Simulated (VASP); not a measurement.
# AlInSb2 (P-4m2) in VASP: a series of runs

Runs on AlInSb2. Level: LDA. Tasks: single point.

All numbers are computed with VASP 6.6.1; they aren't measurements. Logs are shortened: lines on timing, memory, paths and dates and some standing lists are left out, and cuts for length are marked.

## Step 1: The cell of the first run

It takes space group P-4m2 (No. 115, tetragonal). The conventional cell has a = 4.498 Å, b = 4.498 Å, c = 6.099 Å, α = 90.00°, β = 90.00°, γ = 90.00°. Al (site symmetry -4m2) has 4 Sb at 2.73 Å within 3.6 Å. In (site symmetry -4m2) has 4 Sb at 2.70 Å within 3.6 Å. Sb (site symmetry 2mm) has 2 In at 2.70 Å and 2 Al at 2.73 Å within 3.6 Å.

## Step 2: Single point, LDA

Contents of INCAR:

```
SYSTEM = AlInSb2
PREC = Accurate
ENCUT = 520
EDIFF = 1E-6
ISMEAR = 0
SIGMA = 0.05
LREAL = .False.
LASPH = .True.
NELM = 80
ALGO = Normal
ISIF = 2
LWAVE = .False.
LCHARG = .True.
LELF = .True.
LVHAR = .True.
NBANDS = 21
```

Contents of KPOINTS:

```
regular mesh
0
Gamma
  8 8 6
  0 0 0
```

Contents of POSCAR:

```
AlInSb2
1.0
    4.4984374497      0.0000000000      0.0000000000
    0.0000000000      4.4984374497      0.0000000000
    0.0000000000      0.0000000000      6.0989814943
Al In Sb
1 1 2
Direct
    0.0000000000      0.0000000000      0.0000000000
    0.5000000000      0.5000000000      0.5000000000
    0.0000000000      0.5000000000      0.2539107108
    0.5000000000      0.0000000000      0.7460892892
```

Potentials or basis: VASP PAW LDA potentials, release 64 (Al, In_d, Sb).

On the command line:

```
$ cat potpaw_LDA.64/Al/POTCAR potpaw_LDA.64/In_d/POTCAR potpaw_LDA.64/Sb/POTCAR > POTCAR
$ mpirun -np 1 vasp_std > vasp.out
```

OUTCAR:

```text
SYSTEM = AlInSb2
   PREC = Accurate
   ENCUT = 520
   EDIFF = 1E-6
   ISMEAR = 0
   LREAL = .False.
   LASPH = .True.
   NELM = 80
   ISIF = 2

 ion  position               nearest neighbor table
   1  0.000  0.000  0.000-   3 2.73   4 2.73   3 2.73   4 2.73
   2  0.500  0.500  0.500-   3 2.70   4 2.70   4 2.70   3 2.70
   3  0.000  0.500  0.254-   2 2.70   2 2.70   1 2.73   1 2.73
   4  0.500  0.000  0.746-   2 2.70   2 2.70   1 2.73   1 2.73

  LATTYP: Found a simple tetragonal cell.
 ALAT       =     4.4984374497
 C/A-ratio  =     1.3558000000

  Lattice vectors:

 A1 = (   4.4984374497,   0.0000000000,   0.0000000000)
 A2 = (   0.0000000000,   4.4984374497,   0.0000000000)
 A3 = (   0.0000000000,   0.0000000000,   6.0989814943)

Analysis of symmetry for initial positions (statically):
=====================================================================
 Subroutine PRICEL returns:
 Original cell was already a primitive cell.

 Routine SETGRP: Setting up the symmetry group for a
 simple tetragonal supercell.

 Subroutine GETGRP returns: Found  8 space group operations
 (whereof  8 operations were pure point group operations)
 out of a pool of 16 trial point group operations.

The static configuration has the point symmetry D_2d.

Analysis of symmetry for dynamics (positions and initial velocities):
=====================================================================
 Subroutine PRICEL returns:
 Original cell was already a primitive cell.

 Routine SETGRP: Setting up the symmetry group for a
 simple tetragonal supercell.

 Subroutine GETGRP returns: Found  8 space group operations
 (whereof  8 operations were pure point group operations)
 out of a pool of 16 trial point group operations.

The dynamic configuration has the point symmetry D_2d.

 Subroutine INISYM returns: Found  8 space group operations
 (whereof  8 operations are pure point group operations),
 and found     1 'primitive' translations

----------------------------------------------------------------------------------------

                                     Primitive cell

  volume of cell :     123.4186

  direct lattice vectors                    reciprocal lattice vectors
     4.498437450  0.000000000  0.000000000     0.222299412  0.000000000  0.000000000
     0.000000000  4.498437450  0.000000000     0.000000000  0.222299412  0.000000000
     0.000000000  0.000000000  6.098981494     0.000000000  0.000000000  0.163961803

  length of vectors
     4.498437450  4.498437450  6.098981494     0.222299412  0.222299412  0.163961803

  position of ions in fractional coordinates (direct lattice)
     0.000000000  0.000000000  0.000000000
     0.500000000  0.500000000  0.500000000
     0.000000000  0.500000000  0.253910711
     0.500000000  0.000000000  0.746089289

  ion indices of the primitive-cell ions
   primitive index   ion index
                 1           1
                 2           2
                 3           3
                 4           4

----------------------------------------------------------------------------------------

 KPOINTS: regular mesh

Automatic generation of k-mesh.
 Grid dimensions read from file:
 generate k-points for:    8    8    6

 Generating k-lattice:

  Cartesian coordinates                     Fractional coordinates (reciprocal lattice)
     0.027787427  0.000000000  0.000000000     0.125000000  0.000000000  0.000000000
     0.000000000  0.027787427  0.000000000     0.000000000  0.125000000  0.000000000
     0.000000000  0.000000000  0.027326967     0.000000000  0.000000000  0.166666667

  Length of vectors
     0.027787427  0.027787427  0.027326967

  Shift w.r.t. Gamma in fractional coordinates (k-lattice)
     0.000000000  0.000000000  0.000000000

 Subroutine IBZKPT returns following result:
 ===========================================

 Found     60 irreducible k-points:

 Following reciprocal coordinates:
            Coordinates               Weight
  0.000000  0.000000  0.000000      1.000000
  0.125000  0.000000  0.000000      4.000000
  0.250000  0.000000  0.000000      4.000000
  0.375000  0.000000  0.000000      4.000000
  0.500000  0.000000  0.000000      2.000000
  0.125000  0.125000  0.000000      4.000000
[... 16 lines left out ...]
  0.375000  0.125000  0.166667     16.000000
  0.500000  0.125000  0.166667      8.000000
 [... further k-points ...]
   k-points           NKPTS =     60   k-points in BZ     NKDIM =     60   number of bands    NBANDS=     21
   number of dos      NEDOS =    301   number of ions     NIONS =      4
   total plane-waves  NPLWV =  62208
   dimension x,y,z NGX =    36 NGY =   36 NGZ =   48
   dimension x,y,z NGXF=    72 NGYF=   72 NGZF=   96
   ions per type =               1   1   2
   NGX,Y,Z   is equivalent  to a cutoff of  13.30, 13.30, 13.08 a.u.
   NGXF,Y,Z  is equivalent  to a cutoff of  26.61, 26.61, 26.17 a.u.
 SYSTEM =  AlInSb2
   PREC   = accura    normal or accurate (medium, high low for compatibility)
   ISTART =      0    job   : 0-new  1-cont  2-samecut
   ICHARG =      2    charge: 1-file 2-atom 10-const
   ISPIN  =      1    spin polarized calculation?
   LNONCOLLINEAR =      F non collinear calculations
   LSORBIT =      F    spin-orbit coupling
   LASPH  =      T    aspherical Exc in radial PAW
   ENCUT  =  520.0 eV  38.22 Ry    6.18 a.u.   8.36  8.36 11.34*2*pi/ulx,y,z
   NELM   =     80;   NELMIN=  2; NELMDL= -5     # of ELM steps
   EDIFF  = 0.1E-05   stopping-criterion for ELM
   LREAL  =      F    real-space projection
   EDIFFG = 0.1E-04   stopping-criterion for IOM
   NSW    =      0    number of steps for IOM
   IBRION =     -1    ionic relax: 0-MD 1-quasi-New 2-CG
   NFREE  =      0    steps in history (QN), initial steepest desc. (CG)
   ISIF   =      2    stress and relaxation
   ISYM   =      2    0-nonsym 1-usesym 2-fastsym
   POTIM  = 0.5000    time-step for ionic-motion
   TEBEG  =    0.0;   TEEND  =   0.0 temperature during run
   PSTRESS=    0.0 pullay stress
   NELECT =      26.0000    total number of electrons
   NUPDOWN=      -1.0000    fix difference up-down
   EMIN   =  10.00;   EMAX   =-10.00  energy-range for DOS
   EFERMI =   0.00;   METHOD = LEGACY
   ISMEAR =     0;   SIGMA  =   0.05  broadening in eV -4-tet -1-fermi 0-gaus
   EFERMI_NEDOS =   21; number of points for ismear=-14 and -15
   IALGO  =     38    algorithm
   IMIX   =      4    mixing-type and parameters
     AMIX     =   0.40;   BMIX     =  1.00
     AMIX_MAG =   1.60;   BMIX_MAG =  1.00
  volume/ion in A,a.u.               =      30.85       208.22
  Fermi-wavevector in a.u.,A,eV,Ry     =   0.974105  1.840791 12.910300  0.948880
  Thomas-Fermi vector in A             =   2.104538
   LORBIT       =      0    0 simple, 1 ext, 2 COOP (PROOUT), +10 PAW based schemes
   GGA     = CA    functional components
   LHFCALC =     F    Hartree Fock is set to
   AEXX    =    0.0000 exact exchange contribution
   IVDW    =     0    specifies the selected vdW correction
   LEPSILON=     F    determine dielectric tensor
   LRPA    =     F    only Hartree local field effects (RPA)
 non-spin polarized calculation
 Gauss-broadening in eV      SIGMA  =   0.05
  energy-cutoff  :      520.00
  volume of cell :      123.42
 maximum number of plane-waves:      3347
 NGX is ok and might be reduce to    36

 number of electron      26.0000011 magnetization

 Free energy of the ion-electron system (eV)
  ---------------------------------------------------
  ext. energy  EPLUGINS =         0.00000000
  ---------------------------------------------------
  free energy    TOTEN  =       -17.30943945 eV

  energy without entropy =      -17.30943945  energy(sigma->0) =      -17.30943945

 E-fermi :   5.3467     XC(G=0):  -9.0220

 val. band max:        5.1404421481   @ k =   0.0000   0.0000   0.0000
 cond. band min:       5.5821045652   @ k =   0.0000   0.0000   0.0000
 fundamental gap:      0.4416624171
 Fermi energy:         5.3466582977

 k-point     1 :       0.0000    0.0000    0.0000
  band No.  band energies     occupation
      1      -9.7011      2.00000
      2      -9.6029      2.00000
      3      -9.6029      2.00000
      4      -9.5322      2.00000
      5      -9.5052      2.00000
      6      -5.9400      2.00000
[... 13 lines left out ...]
     20      10.8951      0.00000
     21      12.5714      0.00000

 k-point     2 :       0.1250    0.0000    0.0000
  band No.  band energies     occupation
      1      -9.6961      2.00000
      2      -9.6088      2.00000
      3      -9.6025      2.00000
      4      -9.5302      2.00000
      5      -9.5067      2.00000
      6      -5.8425      2.00000
[... 13 lines left out ...]
     20      11.4297      0.00000
     21      11.8761      0.00000

 k-point     3 :       0.2500    0.0000    0.0000
  band No.  band energies     occupation
      1      -9.6842      2.00000
      2      -9.6231      2.00000
      3      -9.6016      2.00000
      4      -9.5254      2.00000
      5      -9.5106      2.00000
      6      -5.5597      2.00000
[... 13 lines left out ...]
     20      11.2085      0.00000
     21      11.5574      0.00000
[... 457 lines left out ...]
 k-point    23 :       0.3750    0.1250    0.1667
  band No.  band energies     occupation
      1      -9.6693      2.00000
      2      -9.6392      2.00000
      3      -9.6003      2.00000
      4      -9.5197      2.00000
      5      -9.5164      2.00000
      6      -4.9765      2.00000
[... 13 lines left out ...]
     20      10.4570      0.00000
     21      11.0469      0.00000

 k-point    24 :       0.5000    0.1250    0.1667
  band No.  band energies     occupation
      1      -9.6632      2.00000
      2      -9.6464      2.00000
      3      -9.5993      2.00000
      4      -9.5180      2.00000
      5      -9.5177      2.00000
      6      -4.6104      2.00000
[... 13 lines left out ...]
     20      10.6226      0.00000
     21      10.6390      0.00000

 [... further k-points ...]

------------------------ aborting loop because EDIFF is reached ----------------------------------------

  FORCE on cell =-STRESS in cart. coord.  units (eV):
  Direction    XX          YY          ZZ          XY          YZ          ZX
  --------------------------------------------------------------------------------------
  -------------------------------------------------------------------------------------
  Total        0.2803877      0.2803877      1.1734133      0.0000000      0.0000000      0.0000000
  in kB        3.6398947      3.6398947     15.2328406      0.0000000      0.0000000      0.0000000
  external PRESSURE =       7.5042100 kB  Pullay stress =       0.0000000 kB

 VOLUME and BASIS-vectors are now :
 -----------------------------------------------------------------------------
  energy-cutoff  :      520.00
  volume of cell :      123.42
      direct lattice vectors                 reciprocal lattice vectors
     4.498437450  0.000000000  0.000000000     0.222299412  0.000000000  0.000000000
     0.000000000  4.498437450  0.000000000     0.000000000  0.222299412  0.000000000
     0.000000000  0.000000000  6.098981494     0.000000000  0.000000000  0.163961803

 POSITION                                       TOTAL-FORCE (eV/Angst)
 -----------------------------------------------------------------------------------
      0.00000      0.00000      0.00000         0.000000      0.000000      0.000000
      2.24922      2.24922      3.04949        -0.000000      0.000000      0.000000
      0.00000      2.24922      1.54860         0.000000     -0.000000     -1.215925
      2.24922      0.00000      4.55038        -0.000000      0.000000      1.215925
 -----------------------------------------------------------------------------------
    total drift:                                0.000000      0.000000      0.000000

  FREE ENERGIE OF THE ION-ELECTRON SYSTEM (eV)
  ---------------------------------------------------
  free  energy   TOTEN  =       -17.3094394494 eV

  energy  without entropy=      -17.3094394494  energy(sigma->0) =      -17.30943945
```

It took 3.3 min on 1 thread of Intel Xeon 8259CL, shared host; peak memory 0.31 GiB.

Results:

```yaml
Free_energy: -17.3094 eV
Pressure: 0.8 GPa
Largest_force: 1.216 eV/Å
Band_gap_on_the_k_mesh: 0.44 eV
```

Forces on the atoms (eV/Å):
```
Al   0.000  0.000  0.000
In   0.000  0.000  0.000
Sb   0.000  0.000 -1.216
Sb   0.000  0.000  1.216
```

Caveat: spin-orbit coupling is left out, which moves the levels of the heavy elements; forces of over 1 eV/Å act on the atoms, so gaps and moduli don't describe the material at rest.

## Step 3: Single point, LDA

This run uses another cell than the first one, of the same volume but with other edges.

Contents of INCAR:

```
SYSTEM = AlInSb2
PREC     = Accurate       ! precision mode
ENCUT    = 520            ! plane-wave cutoff, eV
EDIFF    = 1E-6           ! SCF threshold, eV
ISMEAR   = 0              ! smearing method
SIGMA    = 0.05           ! smearing width, eV
LREAL    = .False.        ! projectors in reciprocal space
LASPH    = .True.         ! aspherical terms in the spheres
NELM     = 60             ! most SCF steps
ALGO     = Normal         ! electronic algorithm
ISIF     = 2              ! what is computed and relaxed
LWAVE    = .False.        ! write WAVECAR
LCHARG   = .True.         ! write CHGCAR
GGA      = CA             ! functional
LELF     = .True.         ! ELF
LVHAR    = .True.       
NBANDS   = 21             ! bands
```

KPOINTS is that of step 2.

Contents of POSCAR:

```
AlInSb2
1.0
    4.3799855185      0.0000000000      0.0000000000
    0.0000000000      4.3799855185      0.0000000000
    0.0000000000      0.0000000000      6.4333227296
Al In Sb
1 1 2
Direct
    0.0000000000      0.0000000000      0.0000000000
    0.5000000000      0.5000000000      0.5000000000
    0.0000000000      0.5000000000      0.2140216278
    0.5000000000      0.0000000000      0.7859783722
```

Potentials or basis: VASP PAW LDA potentials, release 64 (Al, In_d, Sb).

On the command line:

```
$ cat potpaw_LDA.64/Al/POTCAR potpaw_LDA.64/In_d/POTCAR potpaw_LDA.64/Sb/POTCAR > POTCAR
$ mpirun -np 1 vasp_std > vasp.out
```

It took 2.5 min on 1 thread of Intel Xeon 8259CL, shared host; peak memory 0.31 GiB.

The run converged. Its results:

| Item | Value |
| --- | --- |
| Free energy | -17.2827 eV |
| Pressure | 0.5 GPa |
| Largest force | 1.293 eV/Å |
| Band gap on the k mesh | 0.07 eV (least direct gap 0.44 eV) |

Forces in eV/Å, atoms in the order of the input:
```
Al   0.000  0.000  0.000
In   0.000  0.000  0.000
Sb   0.000  0.000  1.293
Sb   0.000  0.000 -1.293
```

Stress tensor (GPa, compression positive):
```
 1.27  0.00  0.00
 0.00  1.27  0.00
 0.00  0.00 -1.17
```

Levels at points of the mesh, in eV from the valence-band top:
```
           k point  band 9  band 10  band 11  band 12  band 13  band 14  band 15  band 16  band 17  band 18
(0.00, 0.00, 0.00)   -2.50    -2.50    -0.69     0.00     0.00     0.44     1.24     1.46     2.91     2.91
(0.50, 0.00, 0.00)   -4.96    -3.41    -2.75    -1.62    -0.66     1.72     2.70     3.74     4.05     4.35
(0.50, 0.50, 0.00)   -5.73    -2.69    -2.43    -2.43    -2.20     0.07     0.96     0.96     1.97     8.00
(0.00, 0.00, 0.50)   -3.34    -2.10    -2.10    -0.97    -0.97     1.13     1.55     2.54     3.12     4.93
(0.50, 0.00, 0.50)   -5.63    -1.60    -1.22    -1.20    -0.55     0.27     0.95     2.96     3.48     3.88
(0.50, 0.50, 0.50)   -5.46    -3.39    -3.06    -2.92    -2.92     3.08     3.66     3.66     3.91     3.91
```

Caveat: spin-orbit coupling is left out, which moves the levels of the heavy elements; forces of over 1 eV/Å act on the atoms, so gaps and moduli don't describe the material at rest. A k mesh can miss the band edges.

## Step 4: Single point, LDA

Contents of INCAR:

```
SYSTEM = AlInSb2
PREC = Accurate
ENCUT = 520
EDIFF = 1E-6
ISMEAR = 0
SIGMA = 0.05
LREAL = .FALSE.
LASPH = .TRUE.
NELM = 80
ALGO = Normal
ISIF = 2
LWAVE = .FALSE.
LCHARG = .TRUE.
LELF = .TRUE.
LVHAR = .TRUE.
NBANDS = 21
```

Contents of KPOINTS:

```
Automatic mesh
0
G
  8 8 6
  0 0 0
```

Contents of POSCAR:

```
AlInSb2
1.0
    4.4984374497      0.0000000000      0.0000000000
    0.0000000000      4.4984374497      0.0000000000
    0.0000000000      0.0000000000      6.0989814943
Al In Sb
1 1 2
Direct
    0.0000000000      0.0000000000      0.0000000000
    0.5000000000      0.5000000000      0.5000000000
    0.0000000000      0.5000000000      0.2140216278
    0.5000000000      0.0000000000      0.7859783722
```

On the command line:

```
$ cat potpaw_LDA.64/Al/POTCAR potpaw_LDA.64/In_d/POTCAR potpaw_LDA.64/Sb/POTCAR > POTCAR
$ mpirun -np 1 vasp_std > vasp.out
```

Run time: 2.9 min. Hardware: 1 thread of Intel Xeon 8259CL, shared host; peak memory 0.31 GiB.

Results (log left out):

* Free energy: -17.3275 eV
* Pressure: 0.2 GPa
* Largest force: 1.088 eV/Å
* Band gap on the k mesh: 0.46 eV (least direct gap 0.57 eV)

Forces in eV/Å, atoms in the order of the input:
```
Al   0.000  0.000  0.000
In   0.000  0.000  0.000
Sb   0.000  0.000  1.088
Sb   0.000  0.000 -1.088
```

Stress tensor (GPa, compression positive):
```
0.19 0.00 0.00
0.00 0.19 0.00
0.00 0.00 0.34
```

Levels at points of the mesh, in eV from the valence-band top:
```
           k point  band 10  band 11  band 12  band 13  band 14  band 15  band 16  band 17
(0.00, 0.00, 0.00)    -2.64    -0.46     0.00     0.00     0.57     0.99     1.53     3.07
(0.50, 0.00, 0.00)    -3.05    -2.42    -1.75    -0.86     1.51     2.59     3.98     4.42
(0.50, 0.50, 0.00)    -2.37    -2.17    -2.17    -1.92     0.46     1.23     1.23     2.25
(0.00, 0.00, 0.50)    -2.18    -2.18    -1.08    -1.08     1.03     1.34     2.64     3.32
(0.50, 0.00, 0.50)    -1.72    -0.88    -0.79    -0.71     0.55     0.95     3.36     3.50
(0.50, 0.50, 0.50)    -3.29    -2.88    -2.81    -2.81     3.77     4.24     4.24     4.63
```

Caveat: spin-orbit coupling is left out, which moves the levels of the heavy elements; forces of over 1 eV/Å act on the atoms, so gaps and moduli don't describe the material at rest. A k mesh can miss the band edges.

## Step 5: Overview

```tsv
cell	gap on the mesh (eV)	pressure (GPa)	largest force (eV/Å)
a = 4.498, b = 4.498, c = 6.099 Å, 4 atoms, atomic positions A	0.44	0.8	1.22
a = 4.380, b = 4.380, c = 6.433 Å, 4 atoms, atomic positions B	0.07	0.5	1.29
a = 4.498, b = 4.498, c = 6.099 Å, 4 atoms, atomic positions B	0.46	0.2	1.09
```

Alike in all rows: task single point; level LDA; potentials or basis VASP PAW LDA potentials, release 64 (Al, In_d, Sb); no spin polarisation; k mesh 8 × 8 × 6; cutoff (eV) 520; smearing gaussian 0.05 eV.

Caveats: spin-orbit coupling is left out, which moves the levels of the heavy elements; forces of over 1 eV/Å act on the atoms, so gaps and moduli don't describe the material at rest.

Absolute energies hang on the potentials; compare differences alone.
